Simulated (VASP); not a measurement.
A run of VASP 6.6.1 is set up as follows.

File INCAR:

```
SYSTEM = Ni
PREC     = Accurate       ! precision mode
ENCUT    = 520            ! plane-wave cutoff, eV
EDIFF    = 1E-6           ! SCF threshold, eV
ISMEAR   = 0              ! smearing method
SIGMA    = 0.1            ! smearing width, eV
LREAL    = .False.        ! projectors in reciprocal space
LASPH    = .True.         ! aspherical terms in the spheres
NELM     = 150            ! most SCF steps
ALGO     = Normal         ! electronic algorithm
ISIF     = 2              ! what is computed and relaxed
LWAVE    = .False.        ! write WAVECAR
LCHARG   = .False.        ! write CHGCAR
ISPIN    = 2              ! spin polarisation
MAGMOM   = 1              ! initial moments
LORBIT   = 11             ! projections on sites
LMAXMIX  = 4              ! l up to which the mixer works
GGA      = PE             ! functional
NBANDS   = 15             ! bands
```

File KPOINTS:

```
regular mesh
0
Gamma
  11 11 11
  0 0 0
```

File POSCAR:

```
Ni
1.0
   -1.3837154700      1.3837154700      1.3837154700
    1.3837154700     -1.3837154700      1.3837154700
    1.3837154700      1.3837154700     -1.3837154700
Ni
1
Direct
    0.0000000000      0.0000000000      0.0000000000
```

Potentials or basis: VASP PAW PBE potentials, release 64 (Ni).

The run is started by

```bash
$ cat potpaw_PBE.64/Ni/POTCAR > POTCAR
$ mpirun -np 1 vasp_std > vasp.out
```

**Question.** What does it give for the site moments?

**Answer.** Ni +0.60 μB.

**Question.** Predict the pressure.

**Answer.** 7.5 GPa.

**Question.** What does it give for the net moment?

**Answer.** 0.60 μB per cell.
